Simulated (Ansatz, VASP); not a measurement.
ZnS: VASP beside Ansatz

```
CELL_PARAMETERS angstrom
-0.28552 2.56969 2.56969
2.56969 -0.28552 2.56969
2.56969 2.56969 -0.28552
ATOMIC_POSITIONS crystal
Zn 0.00000 0.00000 0.00000
S 0.75000 0.75000 0.75000
```

Alike in both runs: task single point; functional PBE; k mesh 10 × 10 × 10; occupations gaussian, width 0.05 eV; no spin polarisation.

|  | VASP | Ansatz |
| --- | --- | --- |
| version | VASP 6.6.1 | Ansatz 0.2.0 |
| potentials or method | VASP PAW PBE potentials, release 64 (Zn, S), cutoff 520 eV | scalar-relativistic, plane waves, PAW |
| valence electrons in the cell | 18 | 18 |

|  | VASP | Ansatz | Ansatz less VASP |
| --- | --- | --- | --- |
| gap on the k mesh at the Fermi level (eV) | 1.73 | 1.73 | -0.007 |
| least direct gap on the mesh (eV) | 1.73 | 1.73 | -0.007 |
| pressure (GPa) | 5.2 | 5.0 | -0.15 |
| traceless stress, the component that is largest in VASP (GPa) | 9.37 | 9.35 | -0.021 |
| rms of the force components (eV/Å) | 1.156 | 1.150 | -0.0066 |

Atom by atom the forces differ by 0.007 eV/Å (rms over components).
